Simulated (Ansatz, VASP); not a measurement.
**C in VASP and in Ansatz**

```xyz
8
Lattice="3.8986 0.0000 0.0000 0.0000 3.8986 0.0000 0.0000 0.0000 3.8986" Properties=species:S:1:pos:R:3 pbc="T T T"
C     1.9493    1.9493    1.9493
C     0.0000    0.0000    0.0000
C     0.9746    0.0000    1.9493
C     1.9493    0.9746    0.0000
C     1.9493    2.9239    0.0000
C     2.9239    0.0000    1.9493
C     0.0000    1.9493    2.9239
C     0.0000    1.9493    0.9746
```

Alike in both runs: functional r2SCAN; k mesh 10 × 10 × 10; occupations gaussian, width 0.1 eV; no spin polarisation.

Ansatz relaxed the structure, and its values are those at the end. VASP's run is a single point on that final structure, the one shown.

|  | VASP | Ansatz |
| --- | --- | --- |
| version | VASP 6.6.1 | Ansatz 0.2.0 |
| potentials or method | VASP PAW PBE potentials, release 64 (C), cutoff 520 eV | scalar-relativistic, plane waves, PAW |
| valence electrons in the cell | 32 | 32 |

Ansatz gave:

| Property | Result |
| --- | --- |
| gap on the k mesh at the Fermi level (eV) | none |
| pressure (GPa) | 0.0 |

Question: Which values does VASP return?

Answer: gap on the k mesh at the Fermi level (eV): none; pressure (GPa): 0.2.

VASP's potentials were made for PBE, not for r2SCAN. A gap of «none» marks a metal or a gap that the smearing closes.
